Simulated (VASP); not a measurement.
**CaO: single point with r2SCAN**

The system is CaO.

```
Ca O
1.0
     0.00000    2.43864    2.43864
     2.43864    0.00000    2.43864
     2.43864    2.43864    0.00000
Ca O
1 1
Direct
  0.00000 0.00000 0.00000
  0.50000 0.50000 0.50000
```

```
Program                : VASP 6.6.1
Task                   : single point
Functional             : r2SCAN
Potentials or basis    : VASP PAW PBE potentials, release 64 (Ca_sv, O)
Cutoff                 : 520 eV
k mesh                 : 9 × 9 × 9
Occupations            : fermi-dirac, width 0.0428 eV
Spin                   : no spin polarisation
Dipole correction      : no
Further INCAR settings : ALGO = Normal; EDIFF = 1e-06; NBANDS = 15
```

- Pressure: -4.5 GPa
- Band gap on the k mesh: 4.25 eV (least direct gap 4.63 eV)

Levels at points of the mesh, in eV from the valence-band top:
| k point | band 6 | band 7 | band 8 | band 9 | band 10 | band 11 |
| --- | --- | --- | --- | --- | --- | --- |
| (0.00, 0.00, 0.00) | 0.00 | 0.00 | 0.00 | 5.07 | 6.74 | 6.74 |

Wall time 2.2 min on 1 thread of Intel Xeon 8259CL, with other jobs on the host, peak memory 0.17 GiB.

Caveat: the cell stands under tension; the PAW data sets were made with another functional, which shifts forces and pressure a little; an odd mesh through Γ misses points on the zone boundary, where band edges can lie.
